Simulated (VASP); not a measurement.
Here is a VASP 6.6.1 calculation.

The input INCAR:

```
  ALGO = Normal
  EDIFF = 1E-6
  EDIFFG = -0.005
  ENCUT = 600
  GGA = PE
  IBRION = 2
  ISIF = 3
  ISMEAR = -1
  LASPH = T
  LCHARG = F
  LREAL = F
  LWAVE = F
  NELM = 100
  NSW = 80
  PREC = Accurate
  SIGMA = 0.02
```

KPOINTS

```
k-points
0
Gamma
  8 8 8
```

The input POSCAR:

```
NaF
1.0
    0.0000000000      2.2858943317      2.2858943317
    2.2858943317      0.0000000000      2.2858943317
    2.2858943317      2.2858943317      0.0000000000
Na F
1 1
Direct
    0.0000000000      0.0000000000      0.0000000000
    0.5000000000      0.5000000000      0.5000000000
```

Potentials or basis: VASP PAW PBE potentials, release 64 (Na_pv, F).

The run is started by

```bash
$ cat potpaw_PBE.64/Na_pv/POTCAR potpaw_PBE.64/F/POTCAR > POTCAR
$ mpirun -np 1 vasp_std > vasp.out
```

(1) Predict the band gap on the k mesh.

(2) Estimate the relaxed cell.

## Answers

(1) 6.09 eV, direct.

(2) a = 3.321 Å, b = 3.321 Å, c = 3.321 Å, α = 60.00°, β = 60.00°, γ = 60.00°.
